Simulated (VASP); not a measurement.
# Sn2PbO2 (P4/mmm) in VASP: further runs

Runs on Sn2PbO2. Level: PBE. Tasks: single point, relaxation of cell and atoms.

All numbers are computed with VASP 6.6.1; they aren't measurements. Logs are shortened: lines on timing, memory, paths and dates and some standing lists are left out, and cuts for length are marked.

## (1) The cell of the first run

It takes space group P4/mmm (No. 123, tetragonal). The conventional cell has a = 4.061 Å, b = 4.061 Å, c = 6.669 Å, α = 90.00°, β = 90.00°, γ = 90.00°. Sn (site symmetry 4/mmm) has 2 O at 2.79 Å and 4 Pb at 2.87 Å within 3.7 Å. Sn (site symmetry 4/mmm) has 8 O at 2.92 Å and 2 Pb at 3.33 Å within 3.8 Å. Within 3.8 Å of Pb (site symmetry 4/mmm) lie 6 Sn at 2.87 to 3.33 Å. O (site symmetry 4mm) has 1 O at 1.08 Å within 1.5 Å.

The cell was generated, and may not be a known phase.

## (2) Single point, PBE

Input file INCAR:

```
SYSTEM = Sn2PbO2
ALGO = Fast
EDIFF = 1E-6
ENCUT = 520
GGA = PE
ISIF = 2
ISMEAR = 0
LASPH = .TRUE.
LCHARG = .FALSE.
LREAL = .FALSE.
LWAVE = .FALSE.
NBANDS = 35
NELM = 60
PREC = Accurate
SIGMA = 0.1
```

Input file KPOINTS:

```
k-points
0
G
  4 4 4
  0 0 0
```

Input file POSCAR:

```
Sn2PbO2
1.0
    4.0606956000      0.0000000000      0.0000000000
    0.0000000000      4.0606956000      0.0000000000
    0.0000000000      0.0000000000      6.6690667000
Sn Pb O
2 1 2
Direct
    0.5000000000      0.5000000000      0.5000000000
    0.0000000000      0.0000000000      0.0000000000
    0.0000000000      0.0000000000      0.5000000000
    0.5000000000      0.5000000000      0.0809411100
    0.5000000000      0.5000000000      0.9190588900
```

Potentials or basis: VASP PAW PBE potentials, release 64 (Sn_d, Pb_d, O).

Run with:

```bash
> cat potpaw_PBE.64/Sn_d/POTCAR potpaw_PBE.64/Pb_d/POTCAR potpaw_PBE.64/O/POTCAR > POTCAR
> mpirun -np 1 vasp_std > vasp.out
```

OUTCAR:

```text
SYSTEM = Sn2PbO2
   EDIFF = 1E-6
   ENCUT = 520
   GGA = PE
   ISIF = 2
   ISMEAR = 0
   LASPH = .TRUE.
   LREAL = .FALSE.
   NELM = 60
   PREC = Accurate

 ion  position               nearest neighbor table
   1  0.500  0.500  0.500-   4 2.79   5 2.79   3 2.87   3 2.87   3 2.87   3 2.87
   2  0.000  0.000  0.000-   3 3.33   3 3.33
   3  0.000  0.000  0.500-   1 2.87   1 2.87   1 2.87   1 2.87   2 3.33   2 3.33
   4  0.500  0.500  0.081-   5 1.08   1 2.79
   5  0.500  0.500  0.919-   4 1.08   1 2.79

  LATTYP: Found a simple tetragonal cell.
 ALAT       =     4.0606956000
 C/A-ratio  =     1.6423458828

  Lattice vectors:

 A1 = (   4.0606956000,   0.0000000000,   0.0000000000)
 A2 = (   0.0000000000,   4.0606956000,   0.0000000000)
 A3 = (   0.0000000000,   0.0000000000,   6.6690667000)

Analysis of symmetry for initial positions (statically):
=====================================================================
 Subroutine PRICEL returns:
 Original cell was already a primitive cell.

 Routine SETGRP: Setting up the symmetry group for a
 simple tetragonal supercell.

 Subroutine GETGRP returns: Found 16 space group operations
 (whereof 16 operations were pure point group operations)
 out of a pool of 16 trial point group operations.

The static configuration has the point symmetry D_4h.

Analysis of symmetry for dynamics (positions and initial velocities):
=====================================================================
 Subroutine PRICEL returns:
 Original cell was already a primitive cell.

 Routine SETGRP: Setting up the symmetry group for a
 simple tetragonal supercell.

 Subroutine GETGRP returns: Found 16 space group operations
 (whereof 16 operations were pure point group operations)
 out of a pool of 16 trial point group operations.

The dynamic configuration has the point symmetry D_4h.

 Subroutine INISYM returns: Found 16 space group operations
 (whereof 16 operations are pure point group operations),
 and found     1 'primitive' translations

----------------------------------------------------------------------------------------

                                     Primitive cell

  volume of cell :     109.9679

  direct lattice vectors                    reciprocal lattice vectors
     4.060695600  0.000000000  0.000000000     0.246263226  0.000000000  0.000000000
     0.000000000  4.060695600  0.000000000     0.000000000  0.246263226  0.000000000
     0.000000000  0.000000000  6.669066700     0.000000000  0.000000000  0.149946019

  length of vectors
     4.060695600  4.060695600  6.669066700     0.246263226  0.246263226  0.149946019

  position of ions in fractional coordinates (direct lattice)
     0.500000000  0.500000000  0.500000000
     0.000000000  0.000000000  0.000000000
     0.000000000  0.000000000  0.500000000
     0.500000000  0.500000000  0.080941110
     0.500000000  0.500000000  0.919058890

  ion indices of the primitive-cell ions
   primitive index   ion index
                 1           1
                 2           2
                 3           3
                 4           4
                 5           5

----------------------------------------------------------------------------------------

 KPOINTS: k-points

Automatic generation of k-mesh.
 Grid dimensions read from file:
 generate k-points for:    4    4    4

 Generating k-lattice:

  Cartesian coordinates                     Fractional coordinates (reciprocal lattice)
     0.061565807  0.000000000  0.000000000     0.250000000  0.000000000  0.000000000
     0.000000000  0.061565807  0.000000000     0.000000000  0.250000000  0.000000000
     0.000000000  0.000000000  0.037486505     0.000000000  0.000000000  0.250000000

  Length of vectors
     0.061565807  0.061565807  0.037486505

  Shift w.r.t. Gamma in fractional coordinates (k-lattice)
     0.000000000  0.000000000  0.000000000

 Subroutine IBZKPT returns following result:
 ===========================================

 Found     18 irreducible k-points:

 Following reciprocal coordinates:
            Coordinates               Weight
  0.000000  0.000000  0.000000      1.000000
  0.250000  0.000000  0.000000      4.000000
  0.500000  0.000000  0.000000      2.000000
  0.250000  0.250000  0.000000      4.000000
  0.500000  0.250000  0.000000      4.000000
  0.500000  0.500000  0.000000      1.000000
[... 10 lines left out ...]
  0.500000  0.250000  0.500000      4.000000
  0.500000  0.500000  0.500000      1.000000
   k-points           NKPTS =     18   k-points in BZ     NKDIM =     18   number of bands    NBANDS=     35
   number of dos      NEDOS =    301   number of ions     NIONS =      5
   total plane-waves  NPLWV =  45000
   dimension x,y,z NGX =    30 NGY =   30 NGZ =   50
   dimension x,y,z NGXF=    60 NGYF=   60 NGZF=  100
   ions per type =               2   1   2
   NGX,Y,Z   is equivalent  to a cutoff of  12.28, 12.28, 12.46 a.u.
   NGXF,Y,Z  is equivalent  to a cutoff of  24.56, 24.56, 24.93 a.u.
 SYSTEM =  Sn2PbO2
   PREC   = accura    normal or accurate (medium, high low for compatibility)
   ISTART =      0    job   : 0-new  1-cont  2-samecut
   ICHARG =      2    charge: 1-file 2-atom 10-const
   ISPIN  =      1    spin polarized calculation?
   LNONCOLLINEAR =      F non collinear calculations
   LSORBIT =      F    spin-orbit coupling
   LASPH  =      T    aspherical Exc in radial PAW
   ENCUT  =  520.0 eV  38.22 Ry    6.18 a.u.   7.55  7.55 12.40*2*pi/ulx,y,z
   NELM   =     60;   NELMIN=  2; NELMDL= -5     # of ELM steps
   EDIFF  = 0.1E-05   stopping-criterion for ELM
   LREAL  =      F    real-space projection
   EDIFFG = 0.1E-04   stopping-criterion for IOM
   NSW    =      0    number of steps for IOM
   IBRION =     -1    ionic relax: 0-MD 1-quasi-New 2-CG
   NFREE  =      0    steps in history (QN), initial steepest desc. (CG)
   ISIF   =      2    stress and relaxation
   ISYM   =      2    0-nonsym 1-usesym 2-fastsym
   POTIM  = 0.5000    time-step for ionic-motion
   TEBEG  =    0.0;   TEEND  =   0.0 temperature during run
   PSTRESS=    0.0 pullay stress
   NELECT =      54.0000    total number of electrons
   NUPDOWN=      -1.0000    fix difference up-down
   EMIN   =  10.00;   EMAX   =-10.00  energy-range for DOS
   EFERMI =   0.00;   METHOD = LEGACY
   ISMEAR =     0;   SIGMA  =   0.10  broadening in eV -4-tet -1-fermi 0-gaus
   EFERMI_NEDOS =   21; number of points for ismear=-14 and -15
   IALGO  =     68    algorithm
   IMIX   =      4    mixing-type and parameters
     AMIX     =   0.40;   BMIX     =  1.00
     AMIX_MAG =   1.60;   BMIX_MAG =  1.00
  volume/ion in A,a.u.               =      21.99       148.42
  Fermi-wavevector in a.u.,A,eV,Ry     =   1.291568  2.440711 22.696547  1.668149
  Thomas-Fermi vector in A             =   2.423330
   LORBIT       =      0    0 simple, 1 ext, 2 COOP (PROOUT), +10 PAW based schemes
   GGA     = PE    functional components
   LHFCALC =     F    Hartree Fock is set to
   AEXX    =    0.0000 exact exchange contribution
   IVDW    =     0    specifies the selected vdW correction
   LEPSILON=     F    determine dielectric tensor
   LRPA    =     F    only Hartree local field effects (RPA)
 non-spin polarized calculation
 RMM-DIIS sequential band-by-band and
 Gauss-broadening in eV      SIGMA  =   0.10
  energy-cutoff  :      520.00
  volume of cell :      109.97
 maximum number of plane-waves:      2993
   NGX = 15   NGY = 15   NGZ = 25

 number of electron      54.0000010 magnetization

 Free energy of the ion-electron system (eV)
  ---------------------------------------------------
  ext. energy  EPLUGINS =         0.00000000
  ---------------------------------------------------
  free energy    TOTEN  =       -16.11237293 eV

  energy without entropy =      -16.08386190  energy(sigma->0) =      -16.09811741

 E-fermi :   6.7192     XC(G=0):  -9.8581

 val. band max:        6.6886817610   @ k =   0.2500   0.2500   0.0000
 cond. band min:       6.7644555222   @ k =   0.2500   0.0000   0.2500
 fundamental gap:      0.0757737613
 Fermi energy:         6.7191685399

 k-point     1 :       0.0000    0.0000    0.0000
  band No.  band energies     occupation
      1     -24.3907      2.00000
      2     -15.8289      2.00000
      3     -15.8086      2.00000
      4     -15.6980      2.00000
      5     -15.6980      2.00000
      6     -15.6906      2.00000
[... 27 lines left out ...]
     34      12.8386      0.00000
     35      14.0530      0.00000

 k-point     2 :       0.2500    0.0000    0.0000
  band No.  band energies     occupation
      1     -24.3875      2.00000
      2     -15.8215      2.00000
      3     -15.8140      2.00000
      4     -15.7015      2.00000
      5     -15.6976      2.00000
      6     -15.6902      2.00000
[... 27 lines left out ...]
     34      12.0753      0.00000
     35      12.6455      0.00000

 k-point     3 :       0.5000    0.0000    0.0000
  band No.  band energies     occupation
      1     -24.3832      2.00000
      2     -15.8193      2.00000
      3     -15.8144      2.00000
      4     -15.7050      2.00000
      5     -15.6972      2.00000
      6     -15.6895      2.00000
[... 27 lines left out ...]
     34      11.8419      0.00000
     35      13.8305      0.00000
[... 495 lines left out ...]
 k-point    17 :       0.5000    0.2500    0.5000
  band No.  band energies     occupation
      1     -24.3823      2.00000
      2     -15.8138      2.00000
      3     -15.8056      2.00000
      4     -15.7041      2.00000
      5     -15.7001      2.00000
      6     -15.6842      2.00000
[... 27 lines left out ...]
     34      13.4733      0.00000
     35      13.7831      0.00000

 k-point    18 :       0.5000    0.5000    0.5000
  band No.  band energies     occupation
      1     -24.3813      2.00000
      2     -15.8082      2.00000
      3     -15.7973      2.00000
      4     -15.7031      2.00000
      5     -15.7031      2.00000
      6     -15.6807      2.00000
[... 27 lines left out ...]
     34      12.4375      0.00000
     35      14.0882      0.00000

------------------------ aborting loop because EDIFF is reached ----------------------------------------

  FORCE on cell =-STRESS in cart. coord.  units (eV):
  Direction    XX          YY          ZZ          XY          YZ          ZX
  --------------------------------------------------------------------------------------
  -------------------------------------------------------------------------------------
  Total        5.3541463      5.3541463     31.6501996      0.0000000      0.0000000     -0.0000000
  in kB       78.0072359     78.0072359    461.1275873      0.0000000      0.0000000     -0.0000000
  external PRESSURE =     205.7140197 kB  Pullay stress =       0.0000000 kB

 VOLUME and BASIS-vectors are now :
 -----------------------------------------------------------------------------
  energy-cutoff  :      520.00
  volume of cell :      109.97
      direct lattice vectors                 reciprocal lattice vectors
     4.060695600  0.000000000  0.000000000     0.246263226  0.000000000  0.000000000
     0.000000000  4.060695600  0.000000000     0.000000000  0.246263226  0.000000000
     0.000000000  0.000000000  6.669066700     0.000000000  0.000000000  0.149946019

 POSITION                                       TOTAL-FORCE (eV/Angst)
 -----------------------------------------------------------------------------------
      2.03035      2.03035      3.33453         0.000000     -0.000000      0.000000
      0.00000      0.00000      0.00000         0.000000     -0.000000      0.000000
      0.00000      0.00000      3.33453         0.000000     -0.000000      0.000000
      2.03035      2.03035      0.53980         0.000000      0.000000     28.103242
      2.03035      2.03035      6.12927         0.000000      0.000000    -28.103242
 -----------------------------------------------------------------------------------
    total drift:                                0.000000      0.000000      0.000000

  FREE ENERGIE OF THE ION-ELECTRON SYSTEM (eV)
  ---------------------------------------------------
  free  energy   TOTEN  =       -16.1123729307 eV

  energy  without entropy=      -16.0838618951  energy(sigma->0) =      -16.09811741
```

It took 3 min on 1 thread of Oxide Virtual Turin-like, shared host; peak memory 0.21 GiB.

Results:

| Item | Value |
| --- | --- |
| Free energy | -16.1124 eV |
| Pressure | 20.6 GPa |
| Largest force | 28.103 eV/Å |
| Band gap on the k mesh | zero (bands 27 and 28 overlap by 1.23 eV) |

Forces in eV/Å, atoms in the order of the input:
```
Sn    0.000   0.000   0.000
Sn    0.000   0.000   0.000
Pb    0.000   0.000   0.000
O     0.000   0.000  28.103
O     0.000   0.000 -28.103
```

Levels at points of the mesh, in eV from the Fermi level:
```
           k point  band 23  band 24  band 25  band 26  band 27  band 28  band 29  band 30  band 31  band 32
(0.00, 0.00, 0.00)    -3.71    -2.54    -1.63    -1.63    -0.19    -0.19     1.74     2.67     2.67     3.64
(0.50, 0.00, 0.00)    -5.69    -3.13    -0.88    -0.14     0.09     0.41     0.99     1.71     2.43     2.72
(0.50, 0.50, 0.00)    -5.86    -4.67    -4.67    -1.91    -0.71    -0.71     0.45     0.45     1.08     4.60
(0.00, 0.00, 0.50)    -3.01    -1.78    -1.78    -1.65     0.09     0.09     0.29     2.44     2.44     4.12
(0.50, 0.00, 0.50)    -6.20    -1.26    -1.01    -0.28     0.52     1.11     1.49     1.60     1.83     1.97
(0.50, 0.50, 0.50)    -6.25    -4.74    -4.74    -0.35    -0.35     0.07     0.07     1.23     1.47     1.63
```

Caveat: the k points lie up to 0.39 Å⁻¹ apart, too coarse for converged energies and pressures of a metal; the standard files for N, O and F lose accuracy on very short bonds; spin-orbit coupling is left out, which moves the levels of the heavy elements; forces of over 1 eV/Å act on the atoms, so gaps and moduli don't describe the material at rest.

## (3) Single point, PBE

This run uses another cell than the first one, of 22.38 Å³/atom.

Input file INCAR:

```
  PREC = Accurate
  ENCUT = 520
  EDIFF = 1E-6
  ISMEAR = 0
  SIGMA = 0.1
  LREAL = F
  LASPH = T
  NELM = 80
  ALGO = Fast
  ISIF = 2
  LWAVE = F
  LCHARG = F
  GGA = PE
  NBANDS = 35
```

Input file KPOINTS:

```
Automatic mesh
0
Gamma
  4 4 4
```

Input file POSCAR:

```
Sn2PbO2
1.0
    4.1509942970      0.0000000000      0.0000000000
    0.0000000000      4.1509942970      0.0000000000
    0.0000000000      0.0000000000      6.4943880081
Sn Pb O
2 1 2
Direct
    0.5000000000      0.5000000000      0.5000000000
    0.0000000000      0.0000000000      0.0000000000
    0.0000000000      0.0000000000      0.5000000000
    0.5000000000      0.5000000000      0.1926933760
    0.5000000000      0.5000000000      0.8073066240
```

Potentials or basis: VASP PAW PBE potentials, release 64 (Sn_d, Pb_d, O).

Run with:

```bash
> cat potpaw_PBE.64/Sn_d/POTCAR potpaw_PBE.64/Pb_d/POTCAR potpaw_PBE.64/O/POTCAR > POTCAR
> mpirun -np 1 vasp_std > vasp.out
```

Run time: 2.6 min. Hardware: 1 thread of Oxide Virtual Turin-like, shared host; peak memory 0.21 GiB.

It converged, with:

- Free energy: -21.3056 eV
- Pressure: 0.1 GPa
- Largest force: 0.056 eV/Å
- Band gap on the k mesh: zero (bands 27 and 28 overlap by 2.21 eV)

Forces on the atoms (eV/Å):
```
Sn   0.000  0.000  0.000
Sn   0.000  0.000  0.000
Pb   0.000  0.000  0.000
O    0.000  0.000 -0.056
O    0.000  0.000  0.056
```

Stress tensor (GPa, compression positive):
```
-0.02  0.00  0.00
 0.00 -0.02  0.00
 0.00  0.00  0.31
```

Levels at points of the mesh, in eV from the Fermi level:
```
           k point  band 23  band 24  band 25  band 26  band 27  band 28  band 29  band 30  band 31  band 32
(0.00, 0.00, 0.00)    -3.01    -1.89    -1.60    -1.60     0.09     0.09     0.94     3.30     3.30     4.31
(0.50, 0.00, 0.00)    -2.45    -2.20    -1.80    -1.56     0.00     1.21     1.42     3.03     3.43     3.62
(0.50, 0.50, 0.00)    -2.53    -2.01    -2.01    -1.80    -1.80    -1.45     0.08     1.96     1.96     6.66
(0.00, 0.00, 0.50)    -2.70    -2.28    -2.28     0.33     0.33     1.25     1.32     2.32     3.44     3.44
(0.50, 0.00, 0.50)    -2.06    -1.99    -1.52    -0.38     0.24     1.49     1.69     1.86     2.83     3.17
(0.50, 0.50, 0.50)    -4.12    -3.21    -3.21    -0.87    -0.87     1.47     2.06     2.06     2.09     2.28
```

Caveat: the k points lie up to 0.38 Å⁻¹ apart, too coarse for converged energies and pressures of a metal; spin-orbit coupling is left out, which moves the levels of the heavy elements.

## (4) Relaxation of cell and atoms, PBE

Input file INCAR:

```
SYSTEM = Sn2PbO2
  ALGO = Fast
  EDIFF = 1E-6
  EDIFFG = -0.04
  ENCUT = 600
  GGA = PE
  IBRION = 2
  ISIF = 3
  ISMEAR = 0
  LASPH = .TRUE.
  LCHARG = .FALSE.
  LREAL = .FALSE.
  LWAVE = .FALSE.
  NELM = 60
  NSW = 90
  PREC = Accurate
  SIGMA = 0.1
```

Input file KPOINTS:

```
k-points
0
G
  4 4 4
  0 0 0
```

Input file POSCAR:

```
Sn2PbO2
1.0
    4.0606956000      0.0000000000      0.0000000000
    0.0000000000      4.0606956000      0.0000000000
    0.0000000000      0.0000000000      6.6690667000
Sn Pb O
2 1 2
Direct
    0.5000000000      0.5000000000      0.5000000000
    0.0000000000      0.0000000000      0.0000000000
    0.0000000000      0.0000000000      0.5000000000
    0.5000000000      0.5000000000      0.0809411100
    0.5000000000      0.5000000000      0.9190588900
```

Run with:

```bash
> cat potpaw_PBE.64/Sn_d/POTCAR potpaw_PBE.64/Pb_d/POTCAR potpaw_PBE.64/O/POTCAR > POTCAR
> mpirun -np 1 vasp_std > vasp.out
```

Run time: 52 min. Hardware: 1 thread of Oxide Virtual Turin-like, shared host; peak memory 0.25 GiB.

It converged, with:

- Free energy: -21.3073 eV
- Relaxed volume: 22.40 Å³/atom
- Relaxed cell: a = 4.153 Å, b = 4.153 Å, c = 6.494 Å, α = 90.00°, β = 90.00°, γ = 90.00°
- Space group after relaxing (to 0.1 Å): P4/mmm (No. 123)
- Pressure after relaxing: 0.0 GPa
- Largest force after relaxing: 0.021 eV/Å
- Band gap on the k mesh: zero (bands 27 and 28 overlap by 2.21 eV)

Forces in eV/Å, atoms in the order of the input:
```
Sn   0.000  0.000  0.000
Sn   0.000  0.000  0.000
Pb   0.000  0.000  0.000
O    0.000  0.000 -0.021
O    0.000  0.000  0.021
```

Stress tensor (GPa, compression positive):
```
-0.10  0.00  0.00
 0.00 -0.10  0.00
 0.00  0.00  0.14
```

Final structure:
```
Sn Pb O
1.0
     4.15288    0.00000    0.00000
     0.00000    4.15288    0.00000
     0.00000    0.00000    6.49445
Sn Pb O
2 1 2
Direct
  0.50000 0.50000 0.50000
  0.00000 0.00000 0.00000
  0.00000 0.00000 0.50000
  0.50000 0.50000 0.19241
  0.50000 0.50000 0.80759
```

Levels at points of the mesh, in eV from the Fermi level:
```csv
k point,band 25,band 26,band 27,band 28,band 29,band 30
"(0.00, 0.00, 0.00)",-1.60,-1.60,0.09,0.09,0.92,3.30
"(0.50, 0.00, 0.00)",-1.79,-1.55,0.00,1.21,1.42,3.02
"(0.50, 0.50, 0.00)",-2.01,-1.80,-1.80,-1.45,0.07,1.96
"(0.00, 0.00, 0.50)",-2.27,0.33,0.33,1.25,1.32,2.31
"(0.50, 0.00, 0.50)",-1.52,-0.38,0.24,1.49,1.69,1.85
"(0.50, 0.50, 0.50)",-3.20,-0.86,-0.86,1.47,2.07,2.07
```

Caveat: the k points lie up to 0.38 Å⁻¹ apart in the final cell, too coarse for converged energies and pressures of a metal; the standard files for N, O and F lose accuracy on very short bonds; spin-orbit coupling is left out, which moves the levels of the heavy elements.

[end of part 1 of 2]

The gap in the log of VASP goes by the Fermi energy; the results here count the filled bands.